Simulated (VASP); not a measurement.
# KSrAg4 (F-43m) in VASP: a series of runs, part 2 of 2

VASP 6.6.1. The steps go on from the part before.

**6. Relaxation of cell and atoms, PBE**

This run uses another cell than the first one, of 24.94 Å³/atom.

The input, INCAR:

```
ALGO     = Fast           # electronic algorithm
EDIFF    = 1E-6           # SCF threshold, eV
EDIFFG   = -0.01          # ionic threshold
ENCUT    = 600            # plane-wave cutoff, eV
GGA      = PE             # functional
IBRION   = 2              # ionic algorithm
ISIF     = 3              # what is computed and relaxed
ISMEAR   = 0              # smearing method
LASPH    = T              # aspherical terms in the spheres
LCHARG   = F              # write CHGCAR
LREAL    = F              # projectors in reciprocal space
LWAVE    = F              # write WAVECAR
NELM     = 80             # most SCF steps
NSW      = 100            # ionic steps
PREC     = Accurate       # precision mode
SIGMA    = 0.1            # smearing width, eV
```

The input, KPOINTS:

```
k-points
0
Gamma
  8 8 8
```

The input, POSCAR:

```
KSrAg4
1.0
    0.0000000000      4.2137695187      4.2137695187
    4.2137695187      0.0000000000      4.2137695187
    4.2137695187      4.2137695187      0.0000000000
K Sr Ag
1 1 4
Direct
    0.0000000000      0.0000000000      0.0000000000
    0.2500000000      0.2500000000      0.2500000000
    0.1250180101      0.6249939966      0.6249939966
    0.6249939966      0.1250180101      0.6249939966
    0.6249939966      0.6249939966      0.1250180101
    0.6249939966      0.6249939966      0.6249939966
```

Potentials or basis: VASP PAW PBE potentials, release 64 (K_sv, Sr_sv, Ag).

Run with:

```console
$ cat potpaw_PBE.64/K_sv/POTCAR potpaw_PBE.64/Sr_sv/POTCAR potpaw_PBE.64/Ag/POTCAR > POTCAR
$ mpirun -np 1 vasp_std > vasp.out
```

OUTCAR:

```text
EDIFF = 1E-6
   EDIFFG = -0.01
   ENCUT = 600
   GGA = PE
   IBRION = 2
   ISIF = 3
   ISMEAR = 0
   LASPH = T
   LREAL = F
   NELM = 80
   NSW = 100
   PREC = Accurate

 ion  position               nearest neighbor table
   1  0.000  0.000  0.000-   4 3.49   5 3.49   3 3.49   5 3.49   3 3.49   4 3.49   6 3.49   6 3.49
                             6 3.49   3 3.49   4 3.49   5 3.49   2 3.65   2 3.65   2 3.65   2 3.65
   2  0.250  0.250  0.250-   5 3.49   4 3.49   3 3.49   6 3.49   6 3.49   6 3.49   3 3.49   5 3.49
                             4 3.49   4 3.49   5 3.49   3 3.49   1 3.65   1 3.65   1 3.65   1 3.65
   3  0.125  0.625  0.625-   4 2.98   5 2.98   6 2.98   4 2.98   5 2.98   6 2.98   2 3.49   2 3.49
[... 1177 lines left out ...]
  in kB        0.0755326      0.0755326      0.0755326      0.0000000      0.0000000      0.0000000
  external PRESSURE =       0.0755326 kB  Pullay stress =       0.0000000 kB

 VOLUME and BASIS-vectors are now :
 -----------------------------------------------------------------------------
  energy-cutoff  :      600.00
  volume of cell :      149.64
      direct lattice vectors                 reciprocal lattice vectors
     0.000000000  4.213769519  4.213769519    -0.118658602  0.118658602  0.118658602
     4.213769519  0.000000000  4.213769519     0.118658602 -0.118658602  0.118658602
     4.213769519  4.213769519  0.000000000     0.118658602  0.118658602 -0.118658602

 POSITION                                       TOTAL-FORCE (eV/Angst)
 -----------------------------------------------------------------------------------
      0.00000      0.00000      0.00000         0.000000     -0.000000      0.000000
      2.10688      2.10688      2.10688         0.000000      0.000000      0.000000
      5.26716      3.16038      3.16038        -0.001849      0.001849      0.001849
      3.16038      5.26716      3.16038         0.001849     -0.001849      0.001849
      3.16038      3.16038      5.26716         0.001849      0.001849     -0.001849
      5.26716      5.26716      5.26716        -0.001849     -0.001849     -0.001849
 -----------------------------------------------------------------------------------
    total drift:                                0.000000      0.000000      0.000000

  FREE ENERGIE OF THE ION-ELECTRON SYSTEM (eV)
  ---------------------------------------------------
  free  energy   TOTEN  =       -14.1682678945 eV

  energy  without entropy=      -14.1497298338  energy(sigma->0) =      -14.15899886

 reached required accuracy - stopping structural energy minimisation
```

CONTCAR:

```text
KSrAg4
   1.00000000000000
     0.0000000000000000    4.2137695187000004    4.2137695187000004
     4.2137695187000004    0.0000000000000000    4.2137695187000004
     4.2137695187000004    4.2137695187000004    0.0000000000000000
  K               Sr              Ag
     1     1     4
Direct
     0.0000000000000000    0.0000000000000000    0.0000000000000000
     0.2500000000000000    0.2500000000000000    0.2500000000000000
     0.1250180100999998    0.6249939965999971    0.6249939965999971
     0.6249939965999971    0.1250180100999998    0.6249939965999971
     0.6249939965999971    0.6249939965999971    0.1250180100999998
     0.6249939965999971    0.6249939965999971    0.6249939965999971

  0.00000000E+00  0.00000000E+00  0.00000000E+00
  0.00000000E+00  0.00000000E+00  0.00000000E+00
  0.00000000E+00  0.00000000E+00  0.00000000E+00
  0.00000000E+00  0.00000000E+00  0.00000000E+00
  0.00000000E+00  0.00000000E+00  0.00000000E+00
  0.00000000E+00  0.00000000E+00  0.00000000E+00
```

It took 13 min on 1 thread of Intel Xeon 8259CL, shared host; peak memory 0.44 GiB.

What came out:

- Free energy: -14.1683 eV
- Pressure after relaxing: 0.0 GPa
- Band gap on the k mesh: zero (an odd number of electrons rules out a gap without spin polarisation)

Final structure:
```
K Sr Ag
1.0
     0.00000    4.21377    4.21377
     4.21377    0.00000    4.21377
     4.21377    4.21377    0.00000
K Sr Ag
1 1 4
Direct
  0.00000 0.00000 0.00000
  0.25000 0.25000 0.25000
  0.12502 0.62499 0.62499
  0.62499 0.12502 0.62499
  0.62499 0.62499 0.12502
  0.62499 0.62499 0.62499
```

Levels at points of the mesh, in eV from the Fermi level:
```csv
k point,band 27,band 28,band 29,band 30,band 31,band 32,band 33,band 34,band 35,band 36
"(0.00, 0.00, 0.00)",-3.25,-3.25,-3.25,0.32,0.38,0.38,0.38,0.60,0.60,1.74
"(0.50, 0.00, 0.00)",-3.95,-3.95,-3.54,-3.25,0.26,0.26,0.27,1.24,1.24,2.37
"(0.50, 0.50, 0.00)",-3.97,-3.97,-3.53,-3.53,-0.18,-0.11,-0.11,-0.10,2.46,2.90
```

Caveat: the relaxation stopped at its first step, so nothing moved.

**7. Summary**

```csv
task,cell,k mesh,cutoff (eV),gap on the mesh (eV),pressure (GPa)
single point,"a = 5.823 Å, angles 60.0°, 6 atoms, atomic positions A",4 × 4 × 4,520,none,3.8
single point,"a = 5.959 Å, angles 60.0°, 6 atoms, atomic positions B",8 × 8 × 8,520,none,0.0
relaxation of cell and atoms,"relaxed from a = 5.823 Å, angles 60.0°, 6 atoms, atomic positions A",8 × 8 × 8,600,none,0.0
relaxation of cell and atoms,"relaxed from a = 5.959 Å, angles 60.0°, 6 atoms, atomic positions B",8 × 8 × 8,600,none,0.0
```

Alike in all rows: level PBE; potentials or basis VASP PAW PBE potentials, release 64 (K_sv, Sr_sv, Ag); no spin polarisation; smearing gaussian 0.1 eV.

Caveats: the cell stands under pressure (at least some runs); the relaxation stopped at its first step, so nothing moved (at least some runs).

Absolute energies hang on the potentials; compare differences alone.
